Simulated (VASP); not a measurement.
Write the native input for VASP 6.6.1 that does the following.

| Property | Result |
| --- | --- |
| Task | single point |
| Functional | PBE |
| Potentials or basis | VASP PAW PBE potentials, release 64 (W_sv, S) |
| Cutoff | 520 eV |
| k mesh | 14 × 14 × 14 |
| Occupations | gaussian, width 0.1 eV |
| Spin | collinear spin |
| Starting moments | [1.31, 0.0, 0.0] μB |
| Dipole correction | no |
| Further INCAR settings | ALGO = Normal; EDIFF = 1e-07; NBANDS = 24 |

The structure of WS2 lies in POSCAR:

```
WS2
1.0
    0.0000000000      2.9695609508      2.9695609508
    2.9695609508      0.0000000000      2.9695609508
    2.9695609508      2.9695609508      0.0000000000
W S
1 2
Direct
    0.0000000000      0.0000000000      0.0000000000
    0.2500000000      0.2500000000      0.2500000000
    0.7500000000      0.7500000000      0.7500000000
```

This cell differs from its parent crystal: atoms taken out.

One way to write it, as run:

INCAR

```
SYSTEM = WS2
ALGO     = Normal         ! electronic algorithm
EDIFF    = 1E-7           ! SCF threshold, eV
ENCUT    = 520            ! plane-wave cutoff, eV
GGA      = PE             ! functional
ISIF     = 2              ! what is computed and relaxed
ISMEAR   = 0              ! smearing method
ISPIN    = 2              ! spin polarisation
LASPH    = .TRUE.         ! aspherical terms in the spheres
LCHARG   = .FALSE.        ! write CHGCAR
LMAXMIX  = 4              ! l up to which the mixer works
LORBIT   = 11             ! projections on sites
LREAL    = .FALSE.        ! projectors in reciprocal space
LWAVE    = .FALSE.        ! write WAVECAR
MAGMOM   = 1.31 0 0       ! initial moments
NBANDS   = 24             ! bands
NELM     = 150            ! most SCF steps
PREC     = Accurate       ! precision mode
SIGMA    = 0.1            ! smearing width, eV
```

KPOINTS

```
k-points
0
G
  14 14 14
  0 0 0
```

Potentials or basis: VASP PAW PBE potentials, release 64 (W_sv, S).

Command:

```console
$ cat potpaw_PBE.64/W_sv/POTCAR potpaw_PBE.64/S/POTCAR > POTCAR
$ mpirun -np 1 vasp_std > vasp.out
```

It gave:

The pressure is 0.0 GPa. The net moment is 1.88 μB per cell, the site moments are W +1.48; S -0.03 μB and the valence electrons inside the program's atomic spheres are W 11.77; S 3.70.

Caveat: the cell differs from its parent crystal (atoms taken out).

It took 5.9 min on 1 thread of AMD EPYC 7R43 64-Core Processor (Zen 3), on a shared host, peak memory 0.3 GiB.
